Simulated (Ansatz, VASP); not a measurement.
# Two plane-wave programs on SrCl2

The input INCAR:

```
SYSTEM = SrCl2
ALGO = Normal ; EDIFF = 1E-6
ENCUT = 520 ; GGA = PE
ISIF = 2 ; ISMEAR = -1
LASPH = .True. ; LCHARG = .False.
LREAL = .False. ; LWAVE = .False.
NBANDS = 19 ; NELM = 80
PREC = Accurate ; SIGMA = 0.02
```

File KPOINTS:

```
k-points
0
Gamma
  8 8 8
  0 0 0
```

Contents of POSCAR:

```
SrCl2
1.0
    2.1353844527      1.2328647886      6.1350485022
   -2.1353844527      1.2328647886      6.1350485022
    0.0000000000     -2.4657295772      6.1350485022
Sr Cl
1 2
Direct
    0.0002634319      0.0002634319      0.0002634319
    0.4217188908      0.4217188908      0.4217188908
    0.2446843439      0.2446843439      0.2446843439
```

Input for Ansatz:

```yaml
crystal:
  lattice:
    - [2.1353844527, 1.2328647886, 6.1350485022]
    - [-2.1353844527, 1.2328647886, 6.1350485022]
    - [0.0, -2.4657295772, 6.1350485022]
  atoms:
    - { symbol: Sr, position: [0.0002634319, 0.0002634319, 0.0002634319] }
    - { symbol: Cl, position: [0.4217188908, 0.4217188908, 0.4217188908] }
    - { symbol: Cl, position: [0.2446843439, 0.2446843439, 0.2446843439] }
kpoints:
  mp_grid: { grid: [8, 8, 8] }
  band_path:
    path:
      - [0.0, 0.0, 0.0]
      - [-0.5, -0.5, -0.5]
      - [-0.5, -0.192351301, -0.807648699]
      - [-0.192351301, 0.192351301, -0.5]
      - [0.0, 0.0, -0.5]
      - [0.0, 0.3461756505, -0.3461756505]
      - [-0.3461756505, 0.0, -0.6538243495]
      - [-0.5, 0.0, -0.5]
    npoints: 1
hamiltonian:
  xc: pbe
scf:
  occupations: { method: fermi_dirac, width: 0.02 }
  n_extra_bands: 4
output:
  forces: true
  stress: true
  eigenvalues: true
  write_density: true
  write_potential: true
  elf: true
  volumetric_format: npy
```

Change from the starting cell: biaxial_xy strain +2.4%.

Alike in both runs: task single point; functional PBE; k mesh 8 × 8 × 8; occupations fermi-dirac, width 0.02 eV; no spin polarisation.

|  | VASP | Ansatz |
| --- | --- | --- |
| version | VASP 6.6.1 | Ansatz 0.2.0 |
| potentials or method | VASP PAW PBE potentials, release 64 (Sr_sv, Cl) | plane waves, PAW |
| plane-wave cutoff (eV) | 520 | 420 |
| valence electrons in the cell | 24 | 24 |

|  | VASP | Ansatz | Ansatz less VASP |
| --- | --- | --- | --- |
| gap on the k mesh at the Fermi level (eV) | 4.16 | 4.15 | -0.010 |
| pressure (GPa) | 0.1 | 0.1 | -0.07 |
| traceless stress, the component that is largest in VASP (GPa) | 0.70 | 0.71 | +0.008 |
| rms of the force components (eV/Å) | 0.003 | 0.012 | +0.0088 |

Atom by atom the forces differ by 0.009 eV/Å (rms over components).
